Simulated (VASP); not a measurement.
# WSe2 in VASP: single point with PBEsol

Aim: the single point of WSe2 with PBEsol.

Everything below comes from runs of VASP 6.6.1. Logs are shortened: lines on timing, memory, paths and dates and some standing lists are left out, and cuts for length are marked.

### 1 The cell of the first run

The cell holds a slab with vacuum, 3 atoms: a = 3.318 Å, b = 3.318 Å, c = 16.658 Å, α = 90.00°, β = 90.00°, γ = 120.00°.

### 2 Single point, PBEsol

Contents of INCAR:

```
SYSTEM = WSe2
PREC = Accurate ; ENCUT = 520
EDIFF = 1E-7 ; ISMEAR = 0
SIGMA = 0.05 ; LREAL = .FALSE.
LASPH = .TRUE. ; NELM = 80
ALGO = Normal ; ISIF = 2
LWAVE = .FALSE. ; LCHARG = .FALSE.
GGA = PS ; NBANDS = 20
```

Contents of KPOINTS:

```
Automatic mesh
0
G
  12 12 2
  0 0 0
```

Contents of POSCAR:

```
WSe2
1.0
    3.3179375931      0.0000000000      0.0000000000
   -1.6589687966      2.8734182438      0.0000000000
    0.0000000000      0.0000000000     16.6581424200
W Se
1 2
Direct
    0.0000000000      0.0000000000      0.0000000000
    0.3333333333      0.6666666667      0.0997865200
    0.3333333333      0.6666666667      0.9002134800
```

Potentials or basis: VASP PAW PBE potentials, release 64 (W_sv, Se).

Launch:

```sh
$ cat potpaw_PBE.64/W_sv/POTCAR potpaw_PBE.64/Se/POTCAR > POTCAR
$ mpirun -np 1 vasp_std > vasp.out
```

OUTCAR:

```text
SYSTEM = WSe2
   PREC = Accurate
   ENCUT = 520
   EDIFF = 1E-7
   ISMEAR = 0
   LREAL = .FALSE.
   LASPH = .TRUE.
   NELM = 80
   ISIF = 2
   GGA = PS

 ion  position               nearest neighbor table
   1  0.000  0.000  0.000-   2 2.54   3 2.54   2 2.54   3 2.54   2 2.54   3 2.54
   2  0.333  0.667  0.100-   1 2.54   1 2.54   1 2.54
   3  0.333  0.667  0.900-   1 2.54   1 2.54   1 2.54

  LATTYP: Found a hexagonal cell.
 ALAT       =     3.3179375931
 C/A-ratio  =     5.0206316281

  Lattice vectors:

 A1 = (   3.3179375931,   0.0000000000,   0.0000000000)
 A2 = (  -1.6589687966,   2.8734182438,   0.0000000000)
 A3 = (   0.0000000000,   0.0000000000,  16.6581424200)

Analysis of symmetry for initial positions (statically):
=====================================================================
 Subroutine PRICEL returns:
 Original cell was already a primitive cell.

 Routine SETGRP: Setting up the symmetry group for a
 hexagonal supercell.

 Subroutine GETGRP returns: Found 12 space group operations
 (whereof 12 operations were pure point group operations)
 out of a pool of 24 trial point group operations.

The static configuration has the point symmetry D_3h.

Analysis of symmetry for dynamics (positions and initial velocities):
=====================================================================
 Subroutine PRICEL returns:
 Original cell was already a primitive cell.

 Routine SETGRP: Setting up the symmetry group for a
 hexagonal supercell.

 Subroutine GETGRP returns: Found 12 space group operations
 (whereof 12 operations were pure point group operations)
 out of a pool of 24 trial point group operations.

The dynamic configuration has the point symmetry D_3h.

 Subroutine INISYM returns: Found 12 space group operations
 (whereof 12 operations are pure point group operations),
 and found     1 'primitive' translations

----------------------------------------------------------------------------------------

                                     Primitive cell

  volume of cell :     158.8158

  direct lattice vectors                    reciprocal lattice vectors
     3.317937593  0.000000000  0.000000000     0.301392046  0.174008779  0.000000000
    -1.658968797  2.873418244  0.000000000     0.000000000  0.348017558  0.000000000
     0.000000000  0.000000000 16.658142420     0.000000000  0.000000000  0.060030703

  length of vectors
     3.317937593  3.317937593 16.658142420     0.348017558  0.348017558  0.060030703

  position of ions in fractional coordinates (direct lattice)
     0.000000000  0.000000000  0.000000000
     0.333333333  0.666666667  0.099786520
     0.333333333  0.666666667  0.900213480

  ion indices of the primitive-cell ions
   primitive index   ion index
                 1           1
                 2           2
                 3           3

----------------------------------------------------------------------------------------

 KPOINTS: Automatic mesh

Automatic generation of k-mesh.
 Grid dimensions read from file:
 generate k-points for:   12   12    2

 Generating k-lattice:

  Cartesian coordinates                     Fractional coordinates (reciprocal lattice)
     0.025116004  0.014500732  0.000000000     0.083333333  0.000000000  0.000000000
     0.000000000  0.029001463  0.000000000     0.000000000  0.083333333  0.000000000
     0.000000000  0.000000000  0.030015351     0.000000000  0.000000000  0.500000000

  Length of vectors
     0.029001463  0.029001463  0.030015351

  Shift w.r.t. Gamma in fractional coordinates (k-lattice)
     0.000000000  0.000000000  0.000000000

 Subroutine IBZKPT returns following result:
 ===========================================

 Found     38 irreducible k-points:

 Following reciprocal coordinates:
            Coordinates               Weight
  0.000000  0.000000  0.000000      1.000000
  0.083333  0.000000  0.000000      6.000000
  0.166667  0.000000  0.000000      6.000000
  0.250000  0.000000  0.000000      6.000000
  0.333333  0.000000  0.000000      6.000000
  0.416667  0.000000  0.000000      6.000000
[... 16 lines left out ...]
  0.250000  0.000000  0.500000      6.000000
  0.333333  0.000000  0.500000      6.000000
 [... further k-points ...]
   k-points           NKPTS =     38   k-points in BZ     NKDIM =     38   number of bands    NBANDS=     20
   number of dos      NEDOS =    301   number of ions     NIONS =      3
   total plane-waves  NPLWV =  98784
   dimension x,y,z NGX =    28 NGY =   28 NGZ =  126
   dimension x,y,z NGXF=    56 NGYF=   56 NGZF=  252
   ions per type =               1   2
   NGX,Y,Z   is equivalent  to a cutoff of  14.03, 14.03, 12.57 a.u.
   NGXF,Y,Z  is equivalent  to a cutoff of  28.06, 28.06, 25.15 a.u.
 SYSTEM =  WSe2
   PREC   = accura    normal or accurate (medium, high low for compatibility)
   ISTART =      0    job   : 0-new  1-cont  2-samecut
   ICHARG =      2    charge: 1-file 2-atom 10-const
   ISPIN  =      1    spin polarized calculation?
   LNONCOLLINEAR =      F non collinear calculations
   LSORBIT =      F    spin-orbit coupling
   LASPH  =      T    aspherical Exc in radial PAW
   ENCUT  =  520.0 eV  38.22 Ry    6.18 a.u.   6.17  6.17 30.97*2*pi/ulx,y,z
   NELM   =     80;   NELMIN=  2; NELMDL= -5     # of ELM steps
   EDIFF  = 0.1E-06   stopping-criterion for ELM
   LREAL  =      F    real-space projection
   EDIFFG = 0.1E-05   stopping-criterion for IOM
   NSW    =      0    number of steps for IOM
   IBRION =     -1    ionic relax: 0-MD 1-quasi-New 2-CG
   NFREE  =      0    steps in history (QN), initial steepest desc. (CG)
   ISIF   =      2    stress and relaxation
   ISYM   =      2    0-nonsym 1-usesym 2-fastsym
   POTIM  = 0.5000    time-step for ionic-motion
   TEBEG  =    0.0;   TEEND  =   0.0 temperature during run
   PSTRESS=    0.0 pullay stress
   NELECT =      26.0000    total number of electrons
   NUPDOWN=      -1.0000    fix difference up-down
   EMIN   =  10.00;   EMAX   =-10.00  energy-range for DOS
   EFERMI =   0.00;   METHOD = LEGACY
   ISMEAR =     0;   SIGMA  =   0.05  broadening in eV -4-tet -1-fermi 0-gaus
   EFERMI_NEDOS =   21; number of points for ismear=-14 and -15
   IALGO  =     38    algorithm
   IMIX   =      4    mixing-type and parameters
     AMIX     =   0.40;   BMIX     =  1.00
     AMIX_MAG =   1.60;   BMIX_MAG =  1.00
  volume/ion in A,a.u.               =      52.94       357.25
  Fermi-wavevector in a.u.,A,eV,Ry     =   0.895574  1.692389 10.912587  0.802053
  Thomas-Fermi vector in A             =   2.017923
   LORBIT       =      0    0 simple, 1 ext, 2 COOP (PROOUT), +10 PAW based schemes
   GGA     = PS    functional components
   LHFCALC =     F    Hartree Fock is set to
   AEXX    =    0.0000 exact exchange contribution
   IVDW    =     0    specifies the selected vdW correction
   LEPSILON=     F    determine dielectric tensor
   LRPA    =     F    only Hartree local field effects (RPA)
 non-spin polarized calculation
 Gauss-broadening in eV      SIGMA  =   0.05
  energy-cutoff  :      520.00
  volume of cell :      158.82
 maximum number of plane-waves:      4302
 NGX is ok and might be reduce to    28
   NGX = 13   NGY = 13   NGZ = 61

 number of electron      25.9999999 magnetization

 Free energy of the ion-electron system (eV)
  ---------------------------------------------------
  ext. energy  EPLUGINS =         0.00000000
  ---------------------------------------------------
  free energy    TOTEN  =       -23.21880416 eV

  energy without entropy =      -23.21880416  energy(sigma->0) =      -23.21880416

 E-fermi :  -0.5333     XC(G=0):  -4.7779

 val. band max:       -0.9731549043   @ k =   0.3333   0.3333   0.0000
 cond. band min:       0.5428998306   @ k =   0.3333   0.3333   0.5000
 fundamental gap:      1.5160547348
 Fermi energy:        -0.5332753322

 k-point     1 :       0.0000    0.0000    0.0000
  band No.  band energies     occupation
      1     -74.9727      2.00000
      2     -39.2019      2.00000
      3     -39.0966      2.00000
      4     -39.0966      2.00000
      5     -15.7122      2.00000
      6     -14.4157      2.00000
[... 12 lines left out ...]
     19       4.1022      0.00000
     20       4.2279      0.00000

 k-point     2 :       0.0833    0.0000    0.0000
  band No.  band energies     occupation
      1     -74.9721      2.00000
      2     -39.1991      2.00000
      3     -39.1112      2.00000
      4     -39.1000      2.00000
      5     -15.6102      2.00000
      6     -14.3659      2.00000
[... 12 lines left out ...]
     19       4.2403      0.00000
     20       4.5685      0.00000

 k-point     3 :       0.1667    0.0000    0.0000
  band No.  band energies     occupation
      1     -74.9704      2.00000
      2     -39.1916      2.00000
      3     -39.1507      2.00000
      4     -39.1093      2.00000
      5     -15.3179      2.00000
      6     -14.2237      2.00000
[... 12 lines left out ...]
     19       4.6211      0.00000
     20       5.2848      0.00000

 k-point     4 :       0.2500    0.0000    0.0000
  band No.  band energies     occupation
      1     -74.9682      2.00000
      2     -39.2042      2.00000
      3     -39.1812      2.00000
      4     -39.1220      2.00000
      5     -14.8792      2.00000
      6     -14.0126      2.00000
[... 12 lines left out ...]
     19       5.1953      0.00000
     20       5.7430      0.00000

 k-point     5 :       0.3333    0.0000    0.0000
  band No.  band energies     occupation
      1     -74.9659      2.00000
      2     -39.2572      2.00000
      3     -39.1708      2.00000
      4     -39.1346      2.00000
      5     -14.3769      2.00000
      6     -13.7771      2.00000
[... 12 lines left out ...]
     19       5.5911      0.00000
     20       5.8123      0.00000
[... 353 lines left out ...]
      6     -14.3659      2.00000
[... 12 lines left out ...]
     19       3.9482      0.00000
     20       4.8904      0.00000

 k-point    22 :       0.1667    0.0000    0.5000
  band No.  band energies     occupation
      1     -74.9704      2.00000
      2     -39.1916      2.00000
      3     -39.1507      2.00000
      4     -39.1093      2.00000
      5     -15.3179      2.00000
      6     -14.2237      2.00000
[... 12 lines left out ...]
     19       4.3313      0.00000
     20       5.7419      0.00000

 k-point    23 :       0.2500    0.0000    0.5000
  band No.  band energies     occupation
      1     -74.9681      2.00000
      2     -39.2042      2.00000
      3     -39.1812      2.00000
      4     -39.1220      2.00000
      5     -14.8792      2.00000
      6     -14.0126      2.00000
[... 12 lines left out ...]
     19       4.9335      0.00000
     20       6.1076      0.00000

 k-point    24 :       0.3333    0.0000    0.5000
  band No.  band energies     occupation
      1     -74.9659      2.00000
      2     -39.2572      2.00000
      3     -39.1708      2.00000
      4     -39.1346      2.00000
      5     -14.3769      2.00000
      6     -13.7771      2.00000
[... 12 lines left out ...]
     19       5.6599      0.00000
     20       5.6798      0.00000

 [... further k-points ...]

------------------------ aborting loop because EDIFF is reached ----------------------------------------

  FORCE on cell =-STRESS in cart. coord.  units (eV):
  Direction    XX          YY          ZZ          XY          YZ          ZX
  --------------------------------------------------------------------------------------
  -------------------------------------------------------------------------------------
  Total       -1.2742833     -1.2742833     -0.2548081      0.0000000      0.0000000      0.0000000
  in kB      -12.8553217    -12.8553217     -2.5705740      0.0000000      0.0000000      0.0000000
  external PRESSURE =      -9.4270725 kB  Pullay stress =       0.0000000 kB

 VOLUME and BASIS-vectors are now :
 -----------------------------------------------------------------------------
  energy-cutoff  :      520.00
  volume of cell :      158.82
      direct lattice vectors                 reciprocal lattice vectors
     3.317937593  0.000000000  0.000000000     0.301392046  0.174008779  0.000000000
    -1.658968797  2.873418244  0.000000000     0.000000000  0.348017558  0.000000000
     0.000000000  0.000000000 16.658142420     0.000000000  0.000000000  0.060030703

 POSITION                                       TOTAL-FORCE (eV/Angst)
 -----------------------------------------------------------------------------------
      0.00000      0.00000      0.00000        -0.000000      0.000000      0.000000
     -0.00000      1.91561      1.66226         0.000000     -0.000000     -0.073016
     -0.00000      1.91561     14.99588         0.000000     -0.000000      0.073016
 -----------------------------------------------------------------------------------
    total drift:                                0.000000     -0.000000     -0.000000

  FREE ENERGIE OF THE ION-ELECTRON SYSTEM (eV)
  ---------------------------------------------------
  free  energy   TOTEN  =       -23.2188041636 eV

  energy  without entropy=      -23.2188041636  energy(sigma->0) =      -23.21880416
```

Wall time 2.7 min (1 thread of AMD EPYC 7R13 (Zen 3), shared host); peak memory 0.33 GiB.

Results:

```yaml
Free_energy: -23.2188 eV
Largest_force: 0.073 eV/Å
Band_gap_on_the_k_mesh: 1.52 eV
```

Forces in eV/Å, atoms in the order of the input:
```
W    0.000  0.000  0.000
Se   0.000  0.000 -0.073
Se   0.000  0.000  0.073
```

Caveat: the PAW data sets were made with another functional, which shifts forces and pressure a little; spin-orbit coupling is left out, which moves the levels of the heavy elements.
